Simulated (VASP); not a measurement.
Set up this calculation in VASP 6.6.1, as the native input.

```
Task                   : single point
Functional             : BLYP
Potentials or basis    : VASP PAW PBE potentials, release 64 (Sr_sv)
Cutoff                 : 520 eV
k mesh                 : 6 × 6 × 6
Occupations            : fermi-dirac, width 0.1 eV
Spin                   : no spin polarisation
Dipole correction      : no
Further INCAR settings : ALGO = Normal; EDIFF = 1e-06; NBANDS = 17
```

The structure of Sr lies in POSCAR:

```
Sr
1.0
    0.0000000000      4.9735175890      4.9735175890
    4.9735175890      0.0000000000      4.9735175890
    4.9735175890      4.9735175890      0.0000000000
Sr
2
Direct
    0.1250000000      0.1250000000      0.1250000000
    0.8750000000      0.8750000000      0.8750000000
```

This isn't the form of Sr at room conditions, which is fcc.

The input as run:

INCAR

```
AGGAC = 1.0 ; AGGAX = 1.0
ALDAC = 0.0 ; ALDAX = 1.0
ALGO = Normal ; EDIFF = 1E-6
ENCUT = 520 ; GGA = B5
ISIF = 2 ; ISMEAR = -1
LASPH = T ; LCHARG = F
LREAL = F ; LWAVE = F
NBANDS = 17 ; NELM = 80
PREC = Accurate ; SIGMA = 0.1
```

KPOINTS

```
k-points
0
Gamma
  6 6 6
```

Potentials or basis: VASP PAW PBE potentials, release 64 (Sr_sv).

Launch:

```console
$ cat potpaw_PBE.64/Sr_sv/POTCAR > POTCAR
$ mpirun -np 1 vasp_std > vasp.out
```

Results of the run:

* Pressure: 0.1 GPa
* Band gap on the k mesh: zero (bands 10 and 11 overlap by 0.45 eV)

Caveat: the PAW data sets were made with another functional, which shifts forces and pressure a little.

Wall time 3.6 min on 1 thread of AMD EPYC 7R13, on a shared host, peak memory 0.37 GiB.
